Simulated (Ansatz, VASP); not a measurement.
# As2F in VASP and in Ansatz

```xyz
6
Lattice="0.0000 3.7377 3.7377 3.7377 0.0000 3.7377 3.7377 3.7377 0.0000" Properties=species:S:1:pos:R:3 pbc="T T T"
As    4.6721    4.6721    4.6721
As    4.6721    2.8033    2.8033
As    2.8033    2.8033    4.6721
As    2.8033    4.6721    2.8033
F     0.0000    0.0000    0.0000
F     1.8689    1.8689    1.8689
```

Alike in both runs: functional PBE; k mesh 10 × 10 × 10; occupations gaussian, width 0.1 eV; no spin polarisation.

Ansatz relaxed the structure, and its values are those at the end. VASP's run is a single point on that final structure, the one shown.

|  | VASP | Ansatz |
| --- | --- | --- |
| version | VASP 6.6.1 | Ansatz 0.2.0 |
| potentials or method | VASP PAW PBE potentials, release 64 (As, F), cutoff 520 eV | scalar-relativistic, plane waves, PAW |
| valence electrons in the cell | 34 | 74 |

```tsv
	VASP	Ansatz	Ansatz less VASP
gap on the k mesh at the Fermi level (eV)	none	none	-
pressure (GPa)	0.0	0.0	-0.03
```

A gap of «none» marks a metal or a gap that the smearing closes. VASP's potentials hold 34 valence electrons a cell and Ansatz's 74, so a difference there can come from the potentials and not from the codes.
